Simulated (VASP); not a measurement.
# Rh (Pm-3m) in VASP: further runs

Runs on Rh. Level: LDA. Tasks: single point.

Program: VASP 6.6.1. These are calculated values, not measurements. Logs are shortened: lines on timing, memory, paths and dates and some standing lists are left out, and cuts for length are marked.

### 1 The cell of the first run

It takes space group Pm-3m (No. 221, cubic). Conventional cell: a = 2.514 Å, b = 2.514 Å, c = 2.514 Å, α = 90.00°, β = 90.00°, γ = 90.00°. Within 3.3 Å of Rh (site symmetry m-3m) lie 6 Rh at 2.51 Å.

### 2 Single point, LDA (volume scaled by 1.04)

Input file INCAR:

```
SYSTEM = Rh
PREC = Accurate
ENCUT = 520
EDIFF = 1E-7
ISMEAR = -1
SIGMA = 0.1
LREAL = .FALSE.
LASPH = .TRUE.
NELM = 60
ALGO = Normal
ISIF = 2
LWAVE = .FALSE.
LCHARG = .TRUE.
LELF = .TRUE.
LVHAR = .TRUE.
NBANDS = 14
```

Input file KPOINTS:

```
regular mesh
0
G
  14 14 14
  0 0 0
```

Input file POSCAR:

```
Rh
1.0
    2.5136523894      0.0000000000      0.0000000000
    0.0000000000      2.5136523894      0.0000000000
    0.0000000000      0.0000000000      2.5136523894
Rh
1
Direct
    0.0000000000      0.0000000000      0.0000000000
```

Potentials or basis: VASP PAW LDA potentials, release 64 (Rh_pv).

On the command line:

```console
> cat potpaw_LDA.64/Rh_pv/POTCAR > POTCAR
> mpirun -np 1 vasp_std > vasp.out
```

OUTCAR:

```text
SYSTEM = Rh
   PREC = Accurate
   ENCUT = 520
   EDIFF = 1E-7
   ISMEAR = -1
   LREAL = .FALSE.
   LASPH = .TRUE.
   NELM = 60
   ISIF = 2

 ion  position               nearest neighbor table
   1  0.000  0.000  0.000-

  LATTYP: Found a simple cubic cell.
 ALAT       =     2.5136523894

  Lattice vectors:

 A1 = (   2.5136523894,   0.0000000000,   0.0000000000)
 A2 = (   0.0000000000,   2.5136523894,   0.0000000000)
 A3 = (   0.0000000000,   0.0000000000,   2.5136523894)

Analysis of symmetry for initial positions (statically):
=====================================================================
 Subroutine PRICEL returns:
 Original cell was already a primitive cell.

 Routine SETGRP: Setting up the symmetry group for a
 simple cubic supercell.

 Subroutine GETGRP returns: Found 48 space group operations
 (whereof 48 operations were pure point group operations)
 out of a pool of 48 trial point group operations.

The static configuration has the point symmetry O_h .

Analysis of symmetry for dynamics (positions and initial velocities):
=====================================================================
 Subroutine PRICEL returns:
 Original cell was already a primitive cell.

 Routine SETGRP: Setting up the symmetry group for a
 simple cubic supercell.

 Subroutine GETGRP returns: Found 48 space group operations
 (whereof 48 operations were pure point group operations)
 out of a pool of 48 trial point group operations.

The dynamic configuration has the point symmetry O_h .

 Subroutine INISYM returns: Found 48 space group operations
 (whereof 48 operations are pure point group operations),
 and found     1 'primitive' translations

----------------------------------------------------------------------------------------

                                     Primitive cell

  volume of cell :      15.8824

  direct lattice vectors                    reciprocal lattice vectors
     2.513652389  0.000000000  0.000000000     0.397827482  0.000000000  0.000000000
     0.000000000  2.513652389  0.000000000     0.000000000  0.397827482  0.000000000
     0.000000000  0.000000000  2.513652389     0.000000000  0.000000000  0.397827482

  length of vectors
     2.513652389  2.513652389  2.513652389     0.397827482  0.397827482  0.397827482

  position of ions in fractional coordinates (direct lattice)
     0.000000000  0.000000000  0.000000000

  ion indices of the primitive-cell ions
   primitive index   ion index
                 1           1

----------------------------------------------------------------------------------------

 KPOINTS: regular mesh

Automatic generation of k-mesh.
 Grid dimensions read from file:
 generate k-points for:   14   14   14

 Generating k-lattice:

  Cartesian coordinates                     Fractional coordinates (reciprocal lattice)
     0.028416249  0.000000000  0.000000000     0.071428571  0.000000000  0.000000000
     0.000000000  0.028416249  0.000000000     0.000000000  0.071428571  0.000000000
     0.000000000  0.000000000  0.028416249     0.000000000  0.000000000  0.071428571

  Length of vectors
     0.028416249  0.028416249  0.028416249

  Shift w.r.t. Gamma in fractional coordinates (k-lattice)
     0.000000000  0.000000000  0.000000000

 Subroutine IBZKPT returns following result:
 ===========================================

 Found    120 irreducible k-points:

 Following reciprocal coordinates:
            Coordinates               Weight
  0.000000  0.000000  0.000000      1.000000
  0.071429  0.000000  0.000000      6.000000
  0.142857  0.000000  0.000000      6.000000
  0.214286  0.000000  0.000000      6.000000
  0.285714  0.000000  0.000000      6.000000
  0.357143  0.000000  0.000000      6.000000
[... 16 lines left out ...]
  0.285714  0.214286  0.000000     24.000000
  0.357143  0.214286  0.000000     24.000000
 [... further k-points ...]
   k-points           NKPTS =    120   k-points in BZ     NKDIM =    120   number of bands    NBANDS=     14
   number of dos      NEDOS =    301   number of ions     NIONS =      1
   total plane-waves  NPLWV =   8000
   dimension x,y,z NGX =    20 NGY =   20 NGZ =   20
   dimension x,y,z NGXF=    40 NGYF=   40 NGZF=   40
   ions per type =               1
   NGX,Y,Z   is equivalent  to a cutoff of  13.23, 13.23, 13.23 a.u.
   NGXF,Y,Z  is equivalent  to a cutoff of  26.45, 26.45, 26.45 a.u.
 SYSTEM =  Rh
   PREC   = accura    normal or accurate (medium, high low for compatibility)
   ISTART =      0    job   : 0-new  1-cont  2-samecut
   ICHARG =      2    charge: 1-file 2-atom 10-const
   ISPIN  =      1    spin polarized calculation?
   LNONCOLLINEAR =      F non collinear calculations
   LSORBIT =      F    spin-orbit coupling
   LASPH  =      T    aspherical Exc in radial PAW
   ENCUT  =  520.0 eV  38.22 Ry    6.18 a.u.   4.67  4.67  4.67*2*pi/ulx,y,z
   NELM   =     60;   NELMIN=  2; NELMDL= -5     # of ELM steps
   EDIFF  = 0.1E-06   stopping-criterion for ELM
   LREAL  =      F    real-space projection
   EDIFFG = 0.1E-05   stopping-criterion for IOM
   NSW    =      0    number of steps for IOM
   IBRION =     -1    ionic relax: 0-MD 1-quasi-New 2-CG
   NFREE  =      0    steps in history (QN), initial steepest desc. (CG)
   ISIF   =      2    stress and relaxation
   ISYM   =      2    0-nonsym 1-usesym 2-fastsym
   POTIM  = 0.5000    time-step for ionic-motion
   TEBEG  =    0.0;   TEEND  =   0.0 temperature during run
   PSTRESS=    0.0 pullay stress
   NELECT =      15.0000    total number of electrons
   NUPDOWN=      -1.0000    fix difference up-down
   EMIN   =  10.00;   EMAX   =-10.00  energy-range for DOS
   EFERMI =   0.00;   METHOD = LEGACY
   ISMEAR =    -1;   SIGMA  =   0.10  broadening in eV -4-tet -1-fermi 0-gaus
   EFERMI_NEDOS =   21; number of points for ismear=-14 and -15
   IALGO  =     38    algorithm
   IMIX   =      4    mixing-type and parameters
     AMIX     =   0.40;   BMIX     =  1.00
     AMIX_MAG =   1.60;   BMIX_MAG =  1.00
  volume/ion in A,a.u.               =      15.88       107.18
  Fermi-wavevector in a.u.,A,eV,Ry     =   1.606202  3.035281 35.101443  2.579883
  Thomas-Fermi vector in A             =   2.702427
   LORBIT       =      0    0 simple, 1 ext, 2 COOP (PROOUT), +10 PAW based schemes
   GGA     = CA    functional components
   LHFCALC =     F    Hartree Fock is set to
   AEXX    =    0.0000 exact exchange contribution
   IVDW    =     0    specifies the selected vdW correction
   LEPSILON=     F    determine dielectric tensor
   LRPA    =     F    only Hartree local field effects (RPA)
 non-spin polarized calculation
  energy-cutoff  :      520.00
  volume of cell :       15.88
 maximum number of plane-waves:       449
 NGX is ok and might be reduce to    20
   NGX =  9   NGY =  9   NGZ =  9

 number of electron      14.9999993 magnetization

 Free energy of the ion-electron system (eV)
  ---------------------------------------------------
  ext. energy  EPLUGINS =         0.00000000
  ---------------------------------------------------
  free energy    TOTEN  =        -7.80865659 eV

  energy without entropy =       -7.75543546  energy(sigma->0) =       -7.78204602

 E-fermi :   9.3845     XC(G=0): -13.3003

 val. band max:        9.3669639995   @ k =   0.2857   0.2143   0.0714
 cond. band min:       9.3892636736   @ k =   0.3571   0.3571   0.1429
 fundamental gap:      0.0222996741
 Fermi energy:         9.3845245929

 k-point     1 :       0.0000    0.0000    0.0000
  band No.  band energies     occupation
      1     -36.4563      2.00000
      2     -36.4563      2.00000
      3     -36.4563      2.00000
      4       2.4053      2.00000
      5       4.0713      2.00000
      6       4.0713      2.00000
      7      10.1860      0.00066
      8      10.1860      0.00066
      9      10.1860      0.00066
     10      26.2477      0.00000
     11      26.2477      0.00000
     12      26.2477      0.00000
     13      30.3088      0.00000
     14      33.8876      0.00000

 k-point     2 :       0.0714    0.0000    0.0000
  band No.  band energies     occupation
      1     -36.4960      2.00000
      2     -36.4530      2.00000
      3     -36.4530      2.00000
      4       2.5545      2.00000
      5       4.1012      2.00000
      6       4.2115      2.00000
      7      10.0537      0.00248
      8      10.0537      0.00248
      9      10.1962      0.00060
     10      25.2594      0.00000
     11      26.5130      0.00000
     12      26.5130      0.00000
     13      30.3100      0.00000
     14      33.0815      0.00000

 k-point     3 :       0.1429    0.0000    0.0000
  band No.  band energies     occupation
      1     -36.6065      2.00000
      2     -36.4436      2.00000
      3     -36.4436      2.00000
      4       2.9489      2.00000
      5       4.1859      2.00000
      6       4.6571      2.00000
      7       9.6998      0.08197
      8       9.6998      0.08197
      9      10.2252      0.00045
     10      23.2534      0.00000
     11      27.2577      0.00000
     12      27.2577      0.00000
     13      30.3118      0.00000
     14      31.6190      0.00000
[... 324 lines left out ...]
 k-point    23 :       0.2857    0.2143    0.0000
  band No.  band energies     occupation
      1     -36.9032      2.00000
      2     -36.7154      2.00000
      3     -36.3898      2.00000
      4       4.5573      2.00000
      5       5.4924      2.00000
      6       6.6050      2.00000
      7       8.7244      1.99729
      8       8.8669      1.98877
      9       9.4357      0.74937
     10      20.2708      0.00000
     11      23.8102      0.00000
     12      29.6595      0.00000
     13      30.3199      0.00000
     14      31.8148      0.00000

 k-point    24 :       0.3571    0.2143    0.0000
  band No.  band energies     occupation
      1     -37.0533      2.00000
      2     -36.6997      2.00000
      3     -36.3765      2.00000
      4       4.8159      2.00000
      5       5.5192      2.00000
      6       6.8168      2.00000
      7       8.4832      1.99976
      8       9.4906      0.51416
      9       9.8120      0.02745
     10      18.3112      0.00000
     11      24.8118      0.00000
     12      28.9596      0.00000
     13      30.3185      0.00000
     14      32.7220      0.00000

 [... further k-points ...]
[... 5 lines left out ...]
  --------------------------------------------------------------------------------------
  -------------------------------------------------------------------------------------
  Total       -0.7663912     -0.7663912     -0.7663912     -0.0000000      0.0000000     -0.0000000
  in kB      -77.3117377    -77.3117377    -77.3117377     -0.0000000      0.0000000     -0.0000000
  external PRESSURE =     -77.3117377 kB  Pullay stress =       0.0000000 kB

 VOLUME and BASIS-vectors are now :
 -----------------------------------------------------------------------------
  energy-cutoff  :      520.00
  volume of cell :       15.88
      direct lattice vectors                 reciprocal lattice vectors
     2.513652389  0.000000000  0.000000000     0.397827482  0.000000000  0.000000000
     0.000000000  2.513652389  0.000000000     0.000000000  0.397827482  0.000000000
     0.000000000  0.000000000  2.513652389     0.000000000  0.000000000  0.397827482

 POSITION                                       TOTAL-FORCE (eV/Angst)
 -----------------------------------------------------------------------------------
      0.00000      0.00000      0.00000         0.000000      0.000000      0.000000
 -----------------------------------------------------------------------------------
    total drift:                               -0.000000      0.000000      0.000000

  FREE ENERGIE OF THE ION-ELECTRON SYSTEM (eV)
  ---------------------------------------------------
  free  energy   TOTEN  =        -7.8086565871 eV

  energy  without entropy=       -7.7554354598  energy(sigma->0) =       -7.78204602
```

Run time: 11 s. Hardware: 1 thread of Intel Xeon Platinum 8488C (Sapphire Rapids), shared host; peak memory 0.13 GiB.

What came out:

- Free energy: -7.8087 eV
- Pressure: -7.7 GPa

### 3 Single point, LDA (volume scaled by 1.08)

Input file INCAR:

```
SYSTEM = Rh
PREC     = Accurate       ! precision mode
ENCUT    = 520            ! plane-wave cutoff, eV
EDIFF    = 1E-7           ! SCF threshold, eV
ISMEAR   = -1             ! smearing method
SIGMA    = 0.1            ! smearing width, eV
LREAL    = .FALSE.        ! projectors in reciprocal space
LASPH    = .TRUE.         ! aspherical terms in the spheres
NELM     = 60             ! most SCF steps
ALGO     = Normal         ! electronic algorithm
ISIF     = 2              ! what is computed and relaxed
LWAVE    = .FALSE.        ! write WAVECAR
LCHARG   = .FALSE.        ! write CHGCAR
NBANDS   = 14             ! bands
```

Input file KPOINTS:

```
Automatic mesh
0
G
  14 14 14
  0 0 0
```

Input file POSCAR:

```
Rh
1.0
    2.5454741523      0.0000000000      0.0000000000
    0.0000000000      2.5454741523      0.0000000000
    0.0000000000      0.0000000000      2.5454741523
Rh
1
Direct
    0.0000000000      0.0000000000      0.0000000000
```

Potentials or basis: VASP PAW LDA potentials, release 64 (Rh_pv).

On the command line:

```console
> cat potpaw_LDA.64/Rh_pv/POTCAR > POTCAR
> mpirun -np 1 vasp_std > vasp.out
```

It took 10 s on 1 thread of Intel Xeon Platinum 8488C (Sapphire Rapids), shared host; peak memory 0.13 GiB.

It converged, with:

```
Free energy : -7.7668 eV
Pressure    : -14.2 GPa
```

Levels at points of the mesh, in eV from the Fermi level:
| k point | band 3 | band 4 | band 5 | band 6 | band 7 | band 8 | band 9 | band 10 | band 11 | band 12 |
| --- | --- | --- | --- | --- | --- | --- | --- | --- | --- | --- |
| (0.00, 0.00, 0.00) | -45.79 | -6.73 | -5.04 | -5.04 | 0.75 | 0.75 | 0.75 | 16.58 | 16.58 | 16.58 |
| (0.50, 0.00, 0.00) | -45.73 | -4.43 | -4.32 | -1.32 | -1.32 | -0.01 | 0.95 | 6.02 | 17.44 | 21.01 |
| (0.50, 0.50, 0.00) | -45.67 | -5.46 | -3.62 | -0.93 | -0.93 | 2.25 | 5.51 | 5.51 | 13.21 | 13.21 |
| (0.50, 0.50, 0.50) | -46.31 | -4.35 | -4.35 | -4.35 | 2.38 | 2.38 | 10.24 | 11.77 | 11.77 | 11.77 |
